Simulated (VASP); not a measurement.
# NaCl (Pm-3m) in VASP: further runs

NaCl is run at these levels: PBE, LDA, r2SCAN, PBEsol; tasks: single point, relaxation of cell and atoms.

Program: VASP 6.6.1. These are calculated values, not measurements. Logs are shortened: lines on timing, memory, paths and dates and some standing lists are left out, and cuts for length are marked.

## 1. The cell of the first run

Symmetry: Pm-3m, No. 221, cubic system. The conventional cell has a = 3.460 Å, b = 3.460 Å, c = 3.460 Å, α = 90.00°, β = 90.00°, γ = 90.00°. Na (site symmetry m-3m) has 8 Cl at 3.00 Å and 6 Na at 3.46 Å within 3.9 Å. Cl (site symmetry m-3m) has 8 Na at 3.00 Å and 6 Cl at 3.46 Å within 3.9 Å.

## 2. Single point, PBE

The input, INCAR:

```
  ALGO = Normal
  EDIFF = 1E-6
  ENCUT = 520
  GGA = PE
  ISIF = 2
  ISMEAR = -1
  LASPH = True
  LCHARG = False
  LREAL = False
  LWAVE = False
  NBANDS = 14
  NELM = 60
  PREC = Accurate
  SIGMA = 0.02
```

The input, KPOINTS:

```
k-points
0
Gamma
  8 8 8
```

The input, POSCAR:

```
NaCl
1.0
    3.4595453127      0.0000000000      0.0000000000
    0.0000000000      3.4595453127      0.0000000000
    0.0000000000      0.0000000000      3.4595453127
Na Cl
1 1
Direct
    0.0000000000      0.0000000000      0.0000000000
    0.5000000000      0.5000000000      0.5000000000
```

Potentials or basis: VASP PAW PBE potentials, release 64 (Na_pv, Cl).

Started as:

```
$ cat potpaw_PBE.64/Na_pv/POTCAR potpaw_PBE.64/Cl/POTCAR > POTCAR
$ mpirun -np 1 vasp_std > vasp.out
```

OUTCAR:

```text
EDIFF = 1E-6
   ENCUT = 520
   GGA = PE
   ISIF = 2
   ISMEAR = -1
   LASPH = True
   LREAL = False
   NELM = 60
   PREC = Accurate

 ion  position               nearest neighbor table
   1  0.000  0.000  0.000-
   2  0.500  0.500  0.500-

  LATTYP: Found a simple cubic cell.
 ALAT       =     3.4595453127

  Lattice vectors:

 A1 = (   3.4595453127,   0.0000000000,   0.0000000000)
 A2 = (   0.0000000000,   3.4595453127,   0.0000000000)
 A3 = (   0.0000000000,   0.0000000000,   3.4595453127)

Analysis of symmetry for initial positions (statically):
=====================================================================
 Subroutine PRICEL returns:
 Original cell was already a primitive cell.

 Routine SETGRP: Setting up the symmetry group for a
 simple cubic supercell.

 Subroutine GETGRP returns: Found 48 space group operations
 (whereof 48 operations were pure point group operations)
 out of a pool of 48 trial point group operations.

The static configuration has the point symmetry O_h .

Analysis of symmetry for dynamics (positions and initial velocities):
=====================================================================
 Subroutine PRICEL returns:
 Original cell was already a primitive cell.

 Routine SETGRP: Setting up the symmetry group for a
 simple cubic supercell.

 Subroutine GETGRP returns: Found 48 space group operations
 (whereof 48 operations were pure point group operations)
 out of a pool of 48 trial point group operations.

The dynamic configuration has the point symmetry O_h .

 Subroutine INISYM returns: Found 48 space group operations
 (whereof 48 operations are pure point group operations),
 and found     1 'primitive' translations

----------------------------------------------------------------------------------------

                                     Primitive cell

  volume of cell :      41.4054

  direct lattice vectors                    reciprocal lattice vectors
     3.459545313  0.000000000  0.000000000     0.289055327  0.000000000  0.000000000
     0.000000000  3.459545313  0.000000000     0.000000000  0.289055327  0.000000000
     0.000000000  0.000000000  3.459545313     0.000000000  0.000000000  0.289055327

  length of vectors
     3.459545313  3.459545313  3.459545313     0.289055327  0.289055327  0.289055327

  position of ions in fractional coordinates (direct lattice)
     0.000000000  0.000000000  0.000000000
     0.500000000  0.500000000  0.500000000

  ion indices of the primitive-cell ions
   primitive index   ion index
                 1           1
                 2           2

----------------------------------------------------------------------------------------

 KPOINTS: k-points

Automatic generation of k-mesh.
 Grid dimensions read from file:
 generate k-points for:    8    8    8

 Generating k-lattice:

  Cartesian coordinates                     Fractional coordinates (reciprocal lattice)
     0.036131916  0.000000000  0.000000000     0.125000000  0.000000000  0.000000000
     0.000000000  0.036131916  0.000000000     0.000000000  0.125000000  0.000000000
     0.000000000  0.000000000  0.036131916     0.000000000  0.000000000  0.125000000

  Length of vectors
     0.036131916  0.036131916  0.036131916

  Shift w.r.t. Gamma in fractional coordinates (k-lattice)
     0.000000000  0.000000000  0.000000000

 Subroutine IBZKPT returns following result:
 ===========================================

 Found     35 irreducible k-points:

 Following reciprocal coordinates:
            Coordinates               Weight
  0.000000  0.000000  0.000000      1.000000
  0.125000  0.000000  0.000000      6.000000
  0.250000  0.000000  0.000000      6.000000
  0.375000  0.000000  0.000000      6.000000
  0.500000  0.000000  0.000000      3.000000
  0.125000  0.125000  0.000000     12.000000
[... 16 lines left out ...]
  0.375000  0.375000  0.125000     24.000000
  0.500000  0.375000  0.125000     24.000000
 [... further k-points ...]
   k-points           NKPTS =     35   k-points in BZ     NKDIM =     35   number of bands    NBANDS=     14
   number of dos      NEDOS =    301   number of ions     NIONS =      2
   total plane-waves  NPLWV =  21952
   dimension x,y,z NGX =    28 NGY =   28 NGZ =   28
   dimension x,y,z NGXF=    56 NGYF=   56 NGZF=   56
   ions per type =               1   1
   NGX,Y,Z   is equivalent  to a cutoff of  13.46, 13.46, 13.46 a.u.
   NGXF,Y,Z  is equivalent  to a cutoff of  26.91, 26.91, 26.91 a.u.
 SYSTEM =  unknown system
   PREC   = accura    normal or accurate (medium, high low for compatibility)
   ISTART =      0    job   : 0-new  1-cont  2-samecut
   ICHARG =      2    charge: 1-file 2-atom 10-const
   ISPIN  =      1    spin polarized calculation?
   LNONCOLLINEAR =      F non collinear calculations
   LSORBIT =      F    spin-orbit coupling
   LASPH  =      T    aspherical Exc in radial PAW
   ENCUT  =  520.0 eV  38.22 Ry    6.18 a.u.   6.43  6.43  6.43*2*pi/ulx,y,z
   NELM   =     60;   NELMIN=  2; NELMDL= -5     # of ELM steps
   EDIFF  = 0.1E-05   stopping-criterion for ELM
   LREAL  =      F    real-space projection
   EDIFFG = 0.1E-04   stopping-criterion for IOM
   NSW    =      0    number of steps for IOM
   IBRION =     -1    ionic relax: 0-MD 1-quasi-New 2-CG
   NFREE  =      0    steps in history (QN), initial steepest desc. (CG)
   ISIF   =      2    stress and relaxation
   ISYM   =      2    0-nonsym 1-usesym 2-fastsym
   POTIM  = 0.5000    time-step for ionic-motion
   TEBEG  =    0.0;   TEEND  =   0.0 temperature during run
   PSTRESS=    0.0 pullay stress
   NELECT =      14.0000    total number of electrons
   NUPDOWN=      -1.0000    fix difference up-down
   EMIN   =  10.00;   EMAX   =-10.00  energy-range for DOS
   EFERMI =   0.00;   METHOD = LEGACY
   ISMEAR =    -1;   SIGMA  =   0.02  broadening in eV -4-tet -1-fermi 0-gaus
   EFERMI_NEDOS =   21; number of points for ismear=-14 and -15
   IALGO  =     38    algorithm
   IMIX   =      4    mixing-type and parameters
     AMIX     =   0.40;   BMIX     =  1.00
     AMIX_MAG =   1.60;   BMIX_MAG =  1.00
  volume/ion in A,a.u.               =      20.70       139.71
  Fermi-wavevector in a.u.,A,eV,Ry     =   1.140508  2.155248 17.697906  1.300759
  Thomas-Fermi vector in A             =   2.277210
   LORBIT       =      0    0 simple, 1 ext, 2 COOP (PROOUT), +10 PAW based schemes
   GGA     = PE    functional components
   LHFCALC =     F    Hartree Fock is set to
   AEXX    =    0.0000 exact exchange contribution
   IVDW    =     0    specifies the selected vdW correction
   LEPSILON=     F    determine dielectric tensor
   LRPA    =     F    only Hartree local field effects (RPA)
 non-spin polarized calculation
  energy-cutoff  :      520.00
  volume of cell :       41.41
 maximum number of plane-waves:      1141
 NGX is ok and might be reduce to    28
   NGX = 13   NGY = 13   NGZ = 13

 number of electron      13.9999999 magnetization

 Free energy of the ion-electron system (eV)
  ---------------------------------------------------
  ext. energy  EPLUGINS =         0.00000000
  ---------------------------------------------------
  free energy    TOTEN  =        -6.46278456 eV

  energy without entropy =       -6.46278456  energy(sigma->0) =       -6.46278456

 E-fermi :   1.1683     XC(G=0):  -8.5927

 val. band max:        0.6849509032   @ k =   0.5000   0.5000   0.0000
 cond. band min:       4.7897480784   @ k =   0.0000   0.0000   0.0000
 fundamental gap:      4.1047971752
 Fermi energy:         1.1683439535

 k-point     1 :       0.0000    0.0000    0.0000
  band No.  band energies     occupation
      1     -21.3534      2.00000
      2     -21.3534      2.00000
      3     -21.3534      2.00000
      4     -12.8220      2.00000
      5       0.1637      2.00000
      6       0.1637      2.00000
      7       0.1637      2.00000
      8       4.7897      0.00000
      9       9.2238      0.00000
     10       9.2238      0.00000
     11      16.7245      0.00000
     12      16.7284      0.00000
     13      16.7285      0.00000
     14      16.7286      0.00000

 k-point     2 :       0.1250    0.0000    0.0000
  band No.  band energies     occupation
      1     -21.3603      2.00000
      2     -21.3527      2.00000
      3     -21.3527      2.00000
      4     -12.7682      2.00000
      5      -0.3547      2.00000
      6       0.1982      2.00000
      7       0.1982      2.00000
      8       5.2486      0.00000
      9       9.3984      0.00000
     10       9.5924      0.00000
     11      15.2074      0.00000
     12      15.2074      0.00000
     13      16.2669      0.00000
     14      16.8489      0.00000

 k-point     3 :       0.2500    0.0000    0.0000
  band No.  band energies     occupation
      1     -21.3769      2.00000
      2     -21.3512      2.00000
      3     -21.3512      2.00000
      4     -12.6329      2.00000
      5      -1.3366      2.00000
      6       0.2837      2.00000
      7       0.2837      2.00000
      8       6.1649      0.00000
      9       9.9070      0.00000
     10      10.1772      0.00000
     11      13.8515      0.00000
     12      13.8515      0.00000
     13      16.0348      0.00000
     14      16.5196      0.00000

 k-point     4 :       0.3750    0.0000    0.0000
  band No.  band energies     occupation
      1     -21.3935      2.00000
      2     -21.3497      2.00000
      3     -21.3497      2.00000
      4     -12.4895      2.00000
      5      -2.1265      2.00000
      6       0.3728      2.00000
      7       0.3728      2.00000
      8       7.1376      0.00000
      9       9.9634      0.00000
     10      10.6629      0.00000
     11      12.9395      0.00000
     12      12.9395      0.00000
     13      14.6707      0.00000
     14      17.4408      0.00000

 k-point     5 :       0.5000    0.0000    0.0000
  band No.  band energies     occupation
      1     -21.4004      2.00000
      2     -21.3491      2.00000
      3     -21.3491      2.00000
      4     -12.4274      2.00000
      5      -2.4211      2.00000
      6       0.4107      2.00000
      7       0.4107      2.00000
      8       7.7251      0.00000
      9       9.5042      0.00000
     10      11.1846      0.00000
     11      12.6191      0.00000
[... 276 lines left out ...]
 k-point    22 :       0.5000    0.2500    0.1250
  band No.  band energies     occupation
      1     -21.3938      2.00000
      2     -21.3688      2.00000
      3     -21.3530      2.00000
      4     -12.2470      2.00000
      5      -2.0149      2.00000
      6      -0.7272      2.00000
      7       0.1776      2.00000
      8       7.7766      0.00000
      9       9.4694      0.00000
     10      10.3694      0.00000
     11      12.4767      0.00000
     12      13.9002      0.00000
     13      14.1285      0.00000
     14      18.1604      0.00000

 k-point    23 :       0.3750    0.3750    0.1250
  band No.  band energies     occupation
      1     -21.3851      2.00000
      2     -21.3835      2.00000
      3     -21.3522      2.00000
      4     -12.1893      2.00000
      5      -1.5689      2.00000
      6      -1.4340      2.00000
      7       0.2406      2.00000
      8       7.1131      0.00000
      9       9.8112      0.00000
     10      10.8373      0.00000
     11      11.9951      0.00000
     12      14.1641      0.00000
     13      14.3569      0.00000
     14      17.8502      0.00000

 k-point    24 :       0.5000    0.3750    0.1250
  band No.  band energies     occupation
      1     -21.3903      2.00000
      2     -21.3830      2.00000
      3     -21.3516      2.00000
      4     -12.1417      2.00000
      5      -1.7622      2.00000
      6      -1.3946      2.00000
      7       0.2896      2.00000
      8       6.7838      0.00000
      9      10.2429      0.00000
     10      10.5584      0.00000
     11      11.8772      0.00000
     12      14.3929      0.00000
     13      14.4439      0.00000
     14      17.4125      0.00000

 [... further k-points ...]

------------------------ aborting loop because EDIFF is reached ----------------------------------------

  FORCE on cell =-STRESS in cart. coord.  units (eV):
  Direction    XX          YY          ZZ          XY          YZ          ZX
  --------------------------------------------------------------------------------------
  -------------------------------------------------------------------------------------
  Total        0.2853003      0.2853003      0.2853003     -0.0000000     -0.0000000      0.0000000
  in kB       11.0396592     11.0396592     11.0396592     -0.0000000     -0.0000000      0.0000000
  external PRESSURE =      11.0396592 kB  Pullay stress =       0.0000000 kB

 VOLUME and BASIS-vectors are now :
 -----------------------------------------------------------------------------
  energy-cutoff  :      520.00
  volume of cell :       41.41
      direct lattice vectors                 reciprocal lattice vectors
     3.459545313  0.000000000  0.000000000     0.289055327  0.000000000  0.000000000
     0.000000000  3.459545313  0.000000000     0.000000000  0.289055327  0.000000000
     0.000000000  0.000000000  3.459545313     0.000000000  0.000000000  0.289055327

 POSITION                                       TOTAL-FORCE (eV/Angst)
 -----------------------------------------------------------------------------------
      0.00000      0.00000      0.00000         0.000000      0.000000      0.000000
      1.72977      1.72977      1.72977         0.000000      0.000000      0.000000
 -----------------------------------------------------------------------------------
    total drift:                               -0.000000      0.000000      0.000000

  FREE ENERGIE OF THE ION-ELECTRON SYSTEM (eV)
  ---------------------------------------------------
  free  energy   TOTEN  =        -6.4627845565 eV

  energy  without entropy=       -6.4627845565  energy(sigma->0) =       -6.46278456
```

It took 20 s on 1 thread of Intel Xeon 8259CL, shared host; peak memory 0.16 GiB.

Results:

| Quantity | Value |
| --- | --- |
| Free energy | -6.4628 eV |
| Pressure | 1.1 GPa |
| Band gap on the k mesh | 4.10 eV (least direct gap 4.63 eV) |

Levels at points of the mesh, in eV from the valence-band top:
```tsv
k point	band 3	band 4	band 5	band 6	band 7	band 8	band 9	band 10	band 11	band 12
(0.00, 0.00, 0.00)	-22.04	-13.51	-0.52	-0.52	-0.52	4.10	8.54	8.54	16.04	16.04
(0.50, 0.00, 0.00)	-22.03	-13.11	-3.11	-0.27	-0.27	7.04	8.82	10.50	11.93	11.93
(0.50, 0.50, 0.00)	-22.03	-12.82	-2.39	-2.39	0.00	5.54	9.96	11.27	11.27	12.66
(0.50, 0.50, 0.50)	-22.07	-12.52	-1.96	-1.96	-1.96	7.12	7.12	7.12	11.95	16.24
```

A k mesh can miss the band edges.

(Part 1 of 2 ends here.)
